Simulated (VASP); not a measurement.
# AlBO2 (P4/mmm) in VASP: a series of runs

AlBO2 is run at these levels: PBE; tasks: single point, relaxation of cell and atoms.

All numbers are computed with VASP 6.6.1; they aren't measurements. Logs are shortened: lines on timing, memory, paths and dates and some standing lists are left out, and cuts for length are marked.

## (1) The cell of the first run

It takes space group P4/mmm (No. 123, tetragonal). Conventional cell: a = 3.062 Å, b = 3.062 Å, c = 3.899 Å, α = 90.00°, β = 90.00°, γ = 90.00°. Al (site symmetry 4/mmm) has 6 O at 1.95 to 2.17 Å within 2.6 Å. B (site symmetry 4/mmm) has 6 O at 1.95 to 2.17 Å within 2.6 Å. Within 2.6 Å of O (site symmetry 4/mmm) lie 2 B at 1.95 Å and 4 Al at 2.17 Å. Within 2.6 Å of O (site symmetry 4/mmm) lie 2 Al at 1.95 Å and 4 B at 2.17 Å.

## (2) Single point, PBE

File INCAR:

```
SYSTEM = AlBO2
PREC = Accurate ; ENCUT = 520
EDIFF = 1E-6 ; ISMEAR = 0
SIGMA = 0.1 ; LREAL = .FALSE.
LASPH = .TRUE. ; NELM = 100
ALGO = Normal ; ISIF = 2
LWAVE = .FALSE. ; LCHARG = .FALSE.
GGA = PE ; NBANDS = 17
```

File KPOINTS:

```
regular mesh
0
G
  16 16 12
  0 0 0
```

File POSCAR:

```
AlBO2
1.0
    3.0623374830      0.0000000000      0.0000000000
    0.0000000000      3.0623374830      0.0000000000
    0.0000000000      0.0000000000      3.8985984418
Al B O
1 1 2
Direct
    0.5000000000      0.5000000000      0.5000000000
    0.0000000000      0.0000000000      0.0000000000
    0.0000000000      0.0000000000      0.5000000000
    0.5000000000      0.5000000000      0.0000000000
```

Potentials or basis: VASP PAW PBE potentials, release 64 (Al, B, O).

The run is started by

```sh
cat potpaw_PBE.64/Al/POTCAR potpaw_PBE.64/B/POTCAR potpaw_PBE.64/O/POTCAR > POTCAR
mpirun -np 1 vasp_std > vasp.out
```

OUTCAR:

```text
SYSTEM = AlBO2
   PREC = Accurate
   ENCUT = 520
   EDIFF = 1E-6
   ISMEAR = 0
   LREAL = .FALSE.
   LASPH = .TRUE.
   NELM = 100
   ISIF = 2
   GGA = PE

 ion  position               nearest neighbor table
   1  0.500  0.500  0.500-   4 1.95   4 1.95   3 2.17   3 2.17   3 2.17   3 2.17
   2  0.000  0.000  0.000-   3 1.95   3 1.95
   3  0.000  0.000  0.500-   2 1.95   2 1.95   1 2.17   1 2.17   1 2.17   1 2.17
   4  0.500  0.500  0.000-   1 1.95   1 1.95

  LATTYP: Found a simple tetragonal cell.
 ALAT       =     3.0623374830
 C/A-ratio  =     1.2730792943

  Lattice vectors:

 A1 = (   3.0623374830,   0.0000000000,   0.0000000000)
 A2 = (   0.0000000000,   3.0623374830,   0.0000000000)
 A3 = (   0.0000000000,   0.0000000000,   3.8985984418)

Analysis of symmetry for initial positions (statically):
=====================================================================
 Subroutine PRICEL returns:
 Original cell was already a primitive cell.

 Routine SETGRP: Setting up the symmetry group for a
 simple tetragonal supercell.

 Subroutine GETGRP returns: Found 16 space group operations
 (whereof 16 operations were pure point group operations)
 out of a pool of 16 trial point group operations.

The static configuration has the point symmetry D_4h.

Analysis of symmetry for dynamics (positions and initial velocities):
=====================================================================
 Subroutine PRICEL returns:
 Original cell was already a primitive cell.

 Routine SETGRP: Setting up the symmetry group for a
 simple tetragonal supercell.

 Subroutine GETGRP returns: Found 16 space group operations
 (whereof 16 operations were pure point group operations)
 out of a pool of 16 trial point group operations.

The dynamic configuration has the point symmetry D_4h.

 Subroutine INISYM returns: Found 16 space group operations
 (whereof 16 operations are pure point group operations),
 and found     1 'primitive' translations

----------------------------------------------------------------------------------------

                                     Primitive cell

  volume of cell :      36.5607

  direct lattice vectors                    reciprocal lattice vectors
     3.062337483  0.000000000  0.000000000     0.326547941  0.000000000  0.000000000
     0.000000000  3.062337483  0.000000000     0.000000000  0.326547941  0.000000000
[... 85 lines left out ...]
   LSORBIT =      F    spin-orbit coupling
   LASPH  =      T    aspherical Exc in radial PAW
   ENCUT  =  520.0 eV  38.22 Ry    6.18 a.u.   5.69  5.69  7.25*2*pi/ulx,y,z
   NELM   =    100;   NELMIN=  2; NELMDL= -5     # of ELM steps
   EDIFF  = 0.1E-05   stopping-criterion for ELM
   LREAL  =      F    real-space projection
   EDIFFG = 0.1E-04   stopping-criterion for IOM
   NSW    =      0    number of steps for IOM
   IBRION =     -1    ionic relax: 0-MD 1-quasi-New 2-CG
   NFREE  =      0    steps in history (QN), initial steepest desc. (CG)
   ISIF   =      2    stress and relaxation
   ISYM   =      2    0-nonsym 1-usesym 2-fastsym
   POTIM  = 0.5000    time-step for ionic-motion
   TEBEG  =    0.0;   TEEND  =   0.0 temperature during run
   PSTRESS=    0.0 pullay stress
   NELECT =      18.0000    total number of electrons
   NUPDOWN=      -1.0000    fix difference up-down
   EMIN   =  10.00;   EMAX   =-10.00  energy-range for DOS
   EFERMI =   0.00;   METHOD = LEGACY
   ISMEAR =     0;   SIGMA  =   0.10  broadening in eV -4-tet -1-fermi 0-gaus
   EFERMI_NEDOS =   21; number of points for ismear=-14 and -15
   IALGO  =     38    algorithm
   IMIX   =      4    mixing-type and parameters
     AMIX     =   0.40;   BMIX     =  1.00
     AMIX_MAG =   1.60;   BMIX_MAG =  1.00
  volume/ion in A,a.u.               =       9.14        61.68
  Fermi-wavevector in a.u.,A,eV,Ry     =   1.292689  2.442828 22.735954  1.671045
  Thomas-Fermi vector in A             =   2.424381
   LORBIT       =      0    0 simple, 1 ext, 2 COOP (PROOUT), +10 PAW based schemes
   GGA     = PE    functional components
   LHFCALC =     F    Hartree Fock is set to
   AEXX    =    0.0000 exact exchange contribution
   IVDW    =     0    specifies the selected vdW correction
   LEPSILON=     F    determine dielectric tensor
   LRPA    =     F    only Hartree local field effects (RPA)
 non-spin polarized calculation
 Gauss-broadening in eV      SIGMA  =   0.10
  energy-cutoff  :      520.00
  volume of cell :       36.56
 maximum number of plane-waves:      1002
 NGX is ok and might be reduce to    24
   NGX = 11   NGY = 11   NGZ = 15

 number of electron      18.0000011 magnetization

 Free energy of the ion-electron system (eV)
  ---------------------------------------------------
  ext. energy  EPLUGINS =         0.00000000
  ---------------------------------------------------
  free energy    TOTEN  =       -22.08966402 eV

  energy without entropy =      -22.08545073  energy(sigma->0) =      -22.08755738

 E-fermi :   9.2012     XC(G=0): -11.4080

 val. band max:        9.1966979827   @ k =   0.4375   0.4375   0.5000
 cond. band min:       9.2043608784   @ k =   0.4375   0.0000   0.5000
 fundamental gap:      0.0076628957
 Fermi energy:         9.2012320237

 k-point     1 :       0.0000    0.0000    0.0000
  band No.  band energies     occupation
      1     -14.0387      2.00000
      2     -11.5957      2.00000
      3      -1.2847      2.00000
      4       1.3679      2.00000
      5       1.3679      2.00000
      6       2.9510      2.00000
[... 457 lines left out ...]
      4      -0.1802      2.00000
      5       0.5399      2.00000
      6       1.1979      2.00000
[... 9 lines left out ...]
     16      16.3793      0.00000
     17      19.0430      0.00000

 [... further k-points ...]
[... 5 lines left out ...]
  --------------------------------------------------------------------------------------
  -------------------------------------------------------------------------------------
  Total       -0.0390139     -0.0390139      0.0054980      0.0000000     -0.0000000      0.0000000
  in kB       -1.7096818     -1.7096818      0.2409337      0.0000000     -0.0000000      0.0000000
  external PRESSURE =      -1.0594767 kB  Pullay stress =       0.0000000 kB

 VOLUME and BASIS-vectors are now :
 -----------------------------------------------------------------------------
  energy-cutoff  :      520.00
  volume of cell :       36.56
      direct lattice vectors                 reciprocal lattice vectors
     3.062337483  0.000000000  0.000000000     0.326547941  0.000000000  0.000000000
     0.000000000  3.062337483  0.000000000     0.000000000  0.326547941  0.000000000
     0.000000000  0.000000000  3.898598442     0.000000000  0.000000000  0.256502437

 POSITION                                       TOTAL-FORCE (eV/Angst)
 -----------------------------------------------------------------------------------
      1.53117      1.53117      1.94930         0.000000      0.000000      0.000000
      0.00000      0.00000      0.00000         0.000000      0.000000      0.000000
      0.00000      0.00000      1.94930         0.000000      0.000000      0.000000
      1.53117      1.53117      0.00000         0.000000      0.000000      0.000000
 -----------------------------------------------------------------------------------
    total drift:                                0.000000     -0.000000     -0.000000

  FREE ENERGIE OF THE ION-ELECTRON SYSTEM (eV)
  ---------------------------------------------------
  free  energy   TOTEN  =       -22.0896640220 eV

  energy  without entropy=      -22.0854507347  energy(sigma->0) =      -22.08755738
```

OSZICAR:

```text
N       E                     dE             d eps       ncg     rms          rms(c)
DAV:   1     0.570430722043E+02    0.57043E+02   -0.94911E+03 10726   0.100E+03
DAV:   2    -0.208400128501E+02   -0.77883E+02   -0.74054E+02 14387   0.204E+02
DAV:   3    -0.241926295750E+02   -0.33526E+01   -0.33360E+01 11819   0.410E+01
DAV:   4    -0.242094003065E+02   -0.16771E-01   -0.16768E-01 12828   0.333E+00
DAV:   5    -0.242095314635E+02   -0.13116E-03   -0.13116E-03 12002   0.295E-01    0.870E+00
DAV:   6    -0.222383395559E+02    0.19712E+01   -0.69069E+00 10984   0.204E+01    0.353E+00
DAV:   7    -0.221109174883E+02    0.12742E+00   -0.48013E-01 11413   0.531E+00    0.154E+00
DAV:   8    -0.220907961195E+02    0.20121E-01   -0.41427E-02 11769   0.195E+00    0.554E-01
DAV:   9    -0.220893244377E+02    0.14717E-02   -0.66333E-03 12730   0.835E-01    0.222E-01
DAV:  10    -0.220895648822E+02   -0.24044E-03   -0.17912E-03 11504   0.319E-01    0.103E-01
DAV:  11    -0.220896717593E+02   -0.10688E-03   -0.25817E-04 11500   0.163E-01    0.530E-02
DAV:  12    -0.220896647450E+02    0.70143E-05   -0.39839E-05 12204   0.710E-02    0.104E-02
DAV:  13    -0.220896640220E+02    0.72296E-06   -0.91023E-06 11596   0.257E-02
   1 F= -.22089664E+02 E0= -.22087557E+02  d E =-.421329E-02
```

stdout:

```text
POSCAR found type information on POSCAR AlB O
 POSCAR found :  3 types and       4 ions
 scaLAPACK will be used
 LDA part: xc-table for (Slater+PW92), standard interpolation
 POSCAR, INCAR and KPOINTS ok, starting setup
 FFT: planning ... GRIDC
 FFT: planning ... GRID_SOFT
 FFT: planning ... GRID
 WAVECAR not read
 entering main loop
```

Run time: 67 s. Hardware: 1 thread of AMD EPYC 9R45 (Zen 5), shared host; peak memory 0.26 GiB.

Results:

| Item | Value |
| --- | --- |
| Free energy | -22.0897 eV |
| Pressure | -0.1 GPa |
| Band gap on the k mesh | zero (bands 9 and 10 overlap by 2.65 eV) |

Stress tensor (GPa, compression positive):
```
-0.17  0.00  0.00
 0.00 -0.17  0.00
 0.00  0.00  0.02
```

Levels at points of the mesh, in eV from the Fermi level:
| k point | band 6 | band 7 | band 8 | band 9 | band 10 | band 11 | band 12 | band 13 |
| --- | --- | --- | --- | --- | --- | --- | --- | --- |
| (0.00, 0.00, 0.00) | -6.25 | -5.20 | -5.20 | -4.65 | -1.88 | 3.25 | 4.74 | 4.74 |
| (0.50, 0.00, 0.00) | -8.07 | -7.02 | -5.24 | 0.18 | 0.64 | 2.40 | 2.56 | 3.17 |
| (0.50, 0.50, 0.00) | -7.61 | -6.53 | -6.53 | -3.88 | -0.23 | 4.33 | 4.33 | 4.80 |
| (0.00, 0.00, 0.50) | -7.17 | -6.05 | -6.05 | -0.71 | 0.38 | 2.66 | 4.20 | 4.20 |
| (0.50, 0.00, 0.50) | -6.44 | -5.34 | -5.18 | -0.73 | -0.05 | 1.82 | 2.17 | 3.70 |
| (0.50, 0.50, 0.50) | -8.62 | -8.40 | -8.40 | -0.04 | 2.69 | 2.71 | 3.64 | 3.64 |

## (3) Relaxation of cell and atoms, PBE

File INCAR:

```
SYSTEM = AlBO2
ALGO     = Normal         ! electronic algorithm
EDIFF    = 1E-6           ! SCF threshold, eV
EDIFFG   = -0.01          ! ionic threshold
ENCUT    = 600            ! plane-wave cutoff, eV
GGA      = PE             ! functional
IBRION   = 2              ! ionic algorithm
ISIF     = 3              ! what is computed and relaxed
ISMEAR   = 0              ! smearing method
LASPH    = .True.         ! aspherical terms in the spheres
LCHARG   = .False.        ! write CHGCAR
LREAL    = .False.        ! projectors in reciprocal space
LWAVE    = .False.        ! write WAVECAR
NELM     = 100            ! most SCF steps
NSW      = 100            ! ionic steps
PREC     = Accurate       ! precision mode
SIGMA    = 0.1            ! smearing width, eV
```

File KPOINTS:

```
k-points
0
Gamma
  16 16 12
  0 0 0
```

File POSCAR:

```
AlBO2
1.0
    3.0656838900      0.0000000000      0.0000000000
    0.0000000000      3.0656838900      0.0000000000
    0.0000000000      0.0000000000      3.8974611628
Al B O
1 1 2
Direct
    0.5000000000      0.5000000000      0.5000000000
    0.0000000000      0.0000000000      0.0000000000
    0.0000000000      0.0000000000      0.5000000000
    0.5000000000      0.5000000000      0.0000000000
```

Potentials or basis: VASP PAW PBE potentials, release 64 (Al, B, O).

The run is started by

```sh
cat potpaw_PBE.64/Al/POTCAR potpaw_PBE.64/B/POTCAR potpaw_PBE.64/O/POTCAR > POTCAR
mpirun -np 1 vasp_std > vasp.out
```

Wall time 2.6 min (1 thread of AMD EPYC 9R45 (Zen 5), shared host); peak memory 0.27 GiB.

It converged, with:

| Quantity | Value |
| --- | --- |
| Free energy | -22.0949 eV |
| Relaxed volume | 9.12 Å³/atom |
| Relaxed cell | a = 3.058 Å, b = 3.058 Å, c = 3.902 Å, α = 90.00°, β = 90.00°, γ = 90.00° |
| Space group after relaxing (to 0.1 Å) | P4/mmm (No. 123) |
| Energy gained by relaxing | 0.1 meV/atom |
| Ionic steps | 6 |
| Pressure after relaxing | 0.0 GPa |
| Band gap on the k mesh | zero (bands 9 and 10 overlap by 2.66 eV) |

Stress tensor (GPa, compression positive):
```
-0.04  0.00  0.00
 0.00 -0.04  0.00
 0.00  0.00  0.07
```

Step by step:
```csv
step,energy change (eV),largest force (eV/Å),pressure (GPa),volume (Å³)
1,0.0000,0.0000,-0.53,36.63
2,-0.0002,0.0000,0.16,36.47
3,-0.0002,0.0000,0.03,36.50
4,-0.0002,0.0000,-0.01,36.50
5,-0.0003,0.0000,0.00,36.50
6,-0.0003,0.0000,-0.01,36.47
```

Final structure:
```
CELL_PARAMETERS angstrom
3.05752 0.00000 0.00000
0.00000 3.05752 0.00000
0.00000 0.00000 3.90162
ATOMIC_POSITIONS crystal
Al 0.50000 0.50000 0.50000
B 0.00000 0.00000 0.00000
O 0.00000 0.00000 0.50000
O 0.50000 0.50000 0.00000
```

Levels at points of the mesh, in eV from the Fermi level:
```tsv
k point	band 7	band 8	band 9	band 10	band 11	band 12
(0.00, 0.00, 0.00)	-5.22	-5.22	-4.65	-1.88	3.24	4.76
(0.50, 0.00, 0.00)	-7.04	-5.25	0.20	0.64	2.41	2.57
(0.50, 0.50, 0.00)	-6.56	-6.56	-3.89	-0.23	4.35	4.35
(0.00, 0.00, 0.50)	-6.06	-6.06	-0.73	0.38	2.64	4.22
(0.50, 0.00, 0.50)	-5.36	-5.18	-0.73	-0.06	1.83	2.18
(0.50, 0.50, 0.50)	-8.42	-8.42	-0.06	2.68	2.70	3.66
```
